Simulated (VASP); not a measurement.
# GaCo (Cm) in VASP: a series of runs, part 2 of 2

VASP 6.6.1.

## Step 3: Single point, PBEsol (atom 2 (Co) moved by (-0.200, -0.100) A along [1 1 0] and z)

Contents of INCAR:

```
PREC = Accurate
ENCUT = 520
EDIFF = 1E-6
ISMEAR = 0
SIGMA = 0.15
LREAL = F
LASPH = T
NELM = 60
ALGO = Fast
ISIF = 2
LWAVE = F
LCHARG = F
GGA = PS
NBANDS = 18
```

Contents of KPOINTS:

```
regular mesh
0
Gamma
  16 16 16
```

Contents of POSCAR:

```
GaCo
1.0
    2.8831000000      0.0000000000      0.0000000000
    0.0000000000      2.8831000000      0.0000000000
    0.0000000000      0.0000000000      2.8831000000
Ga Co
1 1
Direct
    0.5000000000      0.5000000000      0.5000000000
   -0.0490518387     -0.0490518387     -0.0346848878
```

Potentials or basis: VASP PAW PBE potentials, release 64 (Ga_d, Co).

Started as:

```console
$ cat potpaw_PBE.64/Ga_d/POTCAR potpaw_PBE.64/Co/POTCAR > POTCAR
$ mpirun -np 1 vasp_std > vasp.out
```

OUTCAR:

```text
PREC = Accurate
   ENCUT = 520
   EDIFF = 1E-6
   ISMEAR = 0
   LREAL = F
   LASPH = T
   NELM = 60
   ISIF = 2
   GGA = PS

 ion  position               nearest neighbor table
   1  0.500  0.500  0.500-   2 2.28   2 2.40   2 2.45   2 2.45   2 2.56   2 2.56   2 2.61   2 2.72

   2  0.951  0.951  0.965-   1 2.28   1 2.40   1 2.45   1 2.45   1 2.56   1 2.56   1 2.61   1 2.72

  LATTYP: Found a simple cubic cell.
 ALAT       =     2.8831000000

  Lattice vectors:

 A1 = (   2.8831000000,   0.0000000000,   0.0000000000)
 A2 = (   0.0000000000,   2.8831000000,   0.0000000000)
 A3 = (   0.0000000000,   0.0000000000,   2.8831000000)

Analysis of symmetry for initial positions (statically):
=====================================================================
 Subroutine PRICEL returns:
 Original cell was already a primitive cell.

 Routine SETGRP: Setting up the symmetry group for a
 simple cubic supercell.

 Subroutine GETGRP returns: Found  2 space group operations
 (whereof  2 operations were pure point group operations)
 out of a pool of 48 trial point group operations.

[... 157 lines left out ...]
  ---------------------------------------------------
  ext. energy  EPLUGINS =         0.00000000
  ---------------------------------------------------
  free energy    TOTEN  =       -11.60076093 eV

  energy without entropy =      -11.58637993  energy(sigma->0) =      -11.59357043

 E-fermi :   9.5059     XC(G=0): -13.3026

 val. band max:        9.5033141239   @ k =   0.0000   0.5000   0.3125
 cond. band min:       9.5073733830   @ k =  -0.1250   0.4375   0.4375
 fundamental gap:      0.0040592592
 Fermi energy:         9.5059455688

 k-point     1 :       0.0000    0.0000    0.0000
  band No.  band energies     occupation
      1      -5.5525      2.00000
      2      -5.5524      2.00000
      3      -5.2276      2.00000
      4      -5.1990      2.00000
      5      -5.1956      2.00000
      6      -2.5113      2.00000
[... 481 lines left out ...]
      5      -5.2041      2.00000
      6      -2.1441      2.00000
[... 10 lines left out ...]
     17      23.6864      0.00000
     18      29.5620      0.00000

 [... further k-points ...]
[... 5 lines left out ...]
  --------------------------------------------------------------------------------------
  -------------------------------------------------------------------------------------
  Total       -0.6210166     -0.6210166     -0.5102680      0.5400911      0.3980964      0.3980964
  in kB      -41.5178355    -41.5178355    -34.1137782     36.1075890     26.6145877     26.6145873
  external PRESSURE =     -39.0498164 kB  Pullay stress =       0.0000000 kB

 VOLUME and BASIS-vectors are now :
 -----------------------------------------------------------------------------
  energy-cutoff  :      520.00
  volume of cell :       23.97
      direct lattice vectors                 reciprocal lattice vectors
     2.883100000  0.000000000  0.000000000     0.346848878  0.000000000  0.000000000
     0.000000000  2.883100000  0.000000000     0.000000000  0.346848878  0.000000000
     0.000000000  0.000000000  2.883100000     0.000000000  0.000000000  0.346848878

 POSITION                                       TOTAL-FORCE (eV/Angst)
 -----------------------------------------------------------------------------------
      1.44155      1.44155      1.44155        -0.921797     -0.921797     -0.683117
      2.74168      2.74168      2.78310         0.921797      0.921797      0.683117
 -----------------------------------------------------------------------------------
    total drift:                                0.000232      0.000232     -0.000065

  FREE ENERGIE OF THE ION-ELECTRON SYSTEM (eV)
  ---------------------------------------------------
  free  energy   TOTEN  =       -11.6007609317 eV

  energy  without entropy=      -11.5863799276  energy(sigma->0) =      -11.59357043
```

OSZICAR:

```text
N       E                     dE             d eps       ncg     rms          rms(c)
DAV:   1     0.100860880290E+03    0.10086E+03   -0.10218E+04 42142   0.215E+03
DAV:   2    -0.641584691250E+01   -0.10728E+03   -0.10313E+03 39996   0.321E+02
DAV:   3    -0.127232858606E+02   -0.63074E+01   -0.62490E+01 43124   0.779E+01
DAV:   4    -0.128221039891E+02   -0.98818E-01   -0.98753E-01 47878   0.953E+00
DAV:   5    -0.128255979463E+02   -0.34940E-02   -0.34937E-02 48506   0.163E+00    0.105E+01
RMM:   6    -0.142007522397E+02   -0.13752E+01   -0.10333E+01 49941   0.314E+01    0.134E+01
RMM:   7    -0.116467741348E+02    0.25540E+01   -0.29983E+00 51110   0.177E+01    0.198E+00
RMM:   8    -0.116034219834E+02    0.43352E-01   -0.11779E-01 54140   0.358E+00    0.427E-01
RMM:   9    -0.116006158851E+02    0.28061E-02   -0.41683E-02 61057   0.165E+00    0.236E-01
RMM:  10    -0.116006413556E+02   -0.25470E-04   -0.55846E-03 60899   0.633E-01    0.113E-01
RMM:  11    -0.116007265667E+02   -0.85211E-04   -0.15439E-03 65633   0.277E-01    0.430E-02
RMM:  12    -0.116007432110E+02   -0.16644E-04   -0.40735E-04 64787   0.164E-01    0.255E-02
RMM:  13    -0.116007532609E+02   -0.10050E-04   -0.14965E-04 67353   0.923E-02    0.137E-02
RMM:  14    -0.116007574356E+02   -0.41748E-05   -0.53898E-05 63020   0.518E-02    0.537E-03
RMM:  15    -0.116007595402E+02   -0.21045E-05   -0.24974E-05 59825   0.339E-02    0.599E-03
RMM:  16    -0.116007605662E+02   -0.10261E-05   -0.10596E-05 53855   0.199E-02    0.295E-03
RMM:  17    -0.116007609317E+02   -0.36541E-06   -0.40140E-06 47388   0.140E-02
   1 F= -.11600761E+02 E0= -.11593570E+02  d E =-.143810E-01
```

stdout:

```text
POSCAR found type information on POSCAR GaCo
 POSCAR found :  2 types and       2 ions
 scaLAPACK will be used
 -----------------------------------------------------------------------------
|                                                                             |
|                                                                             |
|     You enforced a specific xc type in the INCAR file but a different       |
|     I HOPE YOU KNOW WHAT YOU ARE DOING!                                     |
|                                                                             |
 -----------------------------------------------------------------------------

 LDA part: xc-table for (Slater+PW92), standard interpolation
 POSCAR, INCAR and KPOINTS ok, starting setup
 FFT: planning ... GRIDC
 FFT: planning ... GRID_SOFT
 FFT: planning ... GRID
 WAVECAR not read
 entering main loop
WARNING in EDDRMM: call to ZHEGV failed, returncode =   8  4     17
WARNING in EDDRMM: call to ZHEGV failed, returncode =   8  4     17
WARNING in EDDRMM: call to ZHEGV failed, returncode =   8  4     18
WARNING in EDDRMM: call to ZHEGV failed, returncode =   8  4     16
```

Run time: 9.3 min. Hardware: 1 thread of AMD EPYC 7R13 (Zen 3), shared host; peak memory 0.53 GiB.

Results:

| Quantity | Value |
| --- | --- |
| Free energy | -11.6008 eV |
| Pressure | -3.9 GPa |
| Largest force | 1.472 eV/Å |
| Band gap on the k mesh | zero (bands 11 and 12 overlap by 1.44 eV) |

Forces in eV/Å, atoms in the order of the input:
```
Ga  -0.922 -0.922 -0.683
Co   0.922  0.922  0.683
```

Caveat: the cell differs from its parent crystal (atom 2 (Co) moved by (-0.200, -0.100) A along [1 1 0] and z); the cell stands under tension; the PAW data sets were made with another functional, which shifts forces and pressure a little; the run has no spin polarisation, though such a crystal can be magnetic. Spin polarisation is off, so any magnetic state and its effect on volume and gap are missing.
